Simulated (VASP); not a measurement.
**Sc: single point with PBE**

Sc:

```
Sc
1.0
     3.30880    0.00000    0.00000
    -1.65440    2.86550    0.00000
     0.00000    0.00000    5.32068
Sc
2
Direct
  0.33333 0.66667 0.25000
  0.66667 0.33333 0.75000
```

This cell differs from its parent crystal: strain +0.0100 x Voigt [0, 0, 1, 0, 0, 0].

| Item | Value |
| --- | --- |
| Program | VASP 6.6.1 |
| Task | single point |
| Functional | PBE |
| Potentials or basis | VASP PAW PBE potentials, release 64 (Sc_sv) |
| Cutoff | 520 eV |
| k mesh | 18 × 18 × 10 |
| Occupations | gaussian, width 0.15 eV |
| Spin | no spin polarisation |

```json
{
 "Pressure": "-1.0 GPa",
 "Band gap on the k mesh": "zero (bands 11 and 12 overlap by 1.29 eV)"
}
```

Stress tensor (GPa, compression positive):
```
-0.32  0.00  0.00
 0.00 -0.32  0.00
 0.00  0.00 -2.50
```

Levels at points of the mesh, in eV from the Fermi level:
```csv
k point,band 8,band 9,band 10,band 11,band 12,band 13,band 14,band 15
"(0.00, 0.00, 0.00)",-27.90,-5.09,-1.67,0.34,1.59,1.59,1.64,1.98
"(0.50, 0.00, 0.00)",-27.96,-1.57,-1.02,-0.68,-0.28,1.16,1.43,1.70
"(0.00, 0.00, 0.50)",-27.94,-3.64,-3.64,0.85,0.85,1.54,1.54,1.54
"(0.50, 0.00, 0.50)",-28.00,-1.44,-1.44,0.03,0.03,1.22,1.22,2.38
```

Wall time 4.8 min on 1 thread of Intel(R) Xeon(R) Platinum 8375C CPU @ 2.90GHz (Ice Lake), with other jobs on the host, peak memory 0.29 GiB.

Caveat: the cell differs from its parent crystal (strain +0.0100 x Voigt [0, 0, 1, 0, 0, 0]).
